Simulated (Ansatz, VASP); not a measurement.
## CaMg: VASP beside Ansatz

```
CELL_PARAMETERS angstrom
3.43604 0.00000 0.00000
0.00000 3.43604 0.00000
0.00000 0.00000 4.86475
ATOMIC_POSITIONS crystal
Ca 0.00000 0.00000 0.00000
Mg 0.50000 0.50000 0.50000
```

Alike in both runs: task single point; functional LDA; k mesh 14 × 14 × 14; occupations gaussian, width 0.15 eV; no spin polarisation.

|  | VASP | Ansatz |
| --- | --- | --- |
| version | VASP 6.6.1 | Ansatz 0.2.0 |
| potentials or method | VASP PAW LDA potentials, release 64 (Ca_sv, Mg), cutoff 520 eV | scalar-relativistic, plane waves, PAW |
| valence electrons in the cell | 12 | 20 |

```tsv
	VASP	Ansatz	Ansatz less VASP
gap on the k mesh at the Fermi level (eV)	none	none	-
pressure (GPa)	0.0	0.1	+0.17
traceless stress, the component that is largest in VASP (GPa)	-1.45	-1.40	+0.055
```

LDA's correlation is that of Perdew and Zunger in VASP and of Perdew and Wang (1992) in Ansatz. A gap of «none» marks a metal or a gap that the smearing closes. VASP's potentials hold 12 valence electrons a cell and Ansatz's 20, so a difference there can come from the potentials and not from the codes.
